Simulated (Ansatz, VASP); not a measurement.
One calculation of AlCu3, two programs

```
Al Cu
1.0
     5.14460    0.00000    0.00000
    -2.57230    4.45535    0.00000
     0.00000    0.00000    4.17613
Al Cu
2 6
Cartesian
  2.5723 1.4851 1.0440
  0.0000 2.9702 3.1321
  1.2755 0.7364 3.1321
  3.8691 0.7364 3.1321
  2.5723 2.9826 3.1321
  1.2968 3.7190 1.0440
  -1.2968 3.7190 1.0440
  0.0000 1.4728 1.0440
```

Alike in both runs: functional PBEsol; k mesh 12 × 12 × 8; occupations fermi-dirac, width 0.15 eV; no spin polarisation.

Ansatz relaxed the structure, and its values are those at the end. VASP's run is a single point on that final structure, the one shown.

```csv
,VASP,Ansatz
version,VASP 6.6.1,Ansatz 0.2.0
potentials or method,"VASP PAW PBE potentials, release 64 (Al, Cu), cutoff 520 eV","scalar-relativistic, plane waves, PAW"
valence electrons in the cell,72,120
```

VASP gave:

```
gap on the k mesh at the Fermi level (eV) : none
pressure (GPa)                            : 0.5
```

Task: Which values does Ansatz return?

Result: gap on the k mesh at the Fermi level (eV): none; pressure (GPa): 0.0.

VASP's potentials were made for PBE, not for PBEsol. A gap of «none» marks a metal or a gap that the smearing closes. VASP's potentials hold 72 valence electrons a cell and Ansatz's 120, so a difference there can come from the potentials and not from the codes.
